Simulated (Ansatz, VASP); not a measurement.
**KTe2Cl in VASP and in Ansatz**

```
K Te Cl
1.0
     5.76723    0.00000    0.00000
    -2.88362    4.99457    0.00000
     0.00000    0.00000    5.75589
K Te Cl
1 2 1
Direct
  0.00000 0.00000 0.50000
  0.33333 0.66667 0.50000
  0.66667 0.33333 0.50000
  0.00000 0.00000 0.00000
```

Alike in both runs: functional PBE; k mesh 12 × 12 × 8; occupations gaussian, width 0.1 eV; no spin polarisation.

Ansatz relaxed the structure, and its values are those at the end. VASP's run is a single point on that final structure, the one shown.

```csv
,VASP,Ansatz
version,VASP 6.6.1,Ansatz 0.2.0
potentials or method,"VASP PAW PBE potentials, release 64 (K_sv, Te, Cl), cutoff 520 eV","scalar-relativistic, plane waves, PAW"
valence electrons in the cell,28,48
```

|  | VASP | Ansatz | Ansatz less VASP |
| --- | --- | --- | --- |
| gap on the k mesh at the Fermi level (eV) | none | none | - |
| pressure (GPa) | 0.0 | 0.0 | -0.01 |

A gap of «none» marks a metal or a gap that the smearing closes. With one functional, cell and mesh, what is left measures potentials, basis and numerics. VASP's potentials hold 28 valence electrons a cell and Ansatz's 48, so a difference there can come from the potentials and not from the codes.

Neither program's run includes spin-orbit coupling.
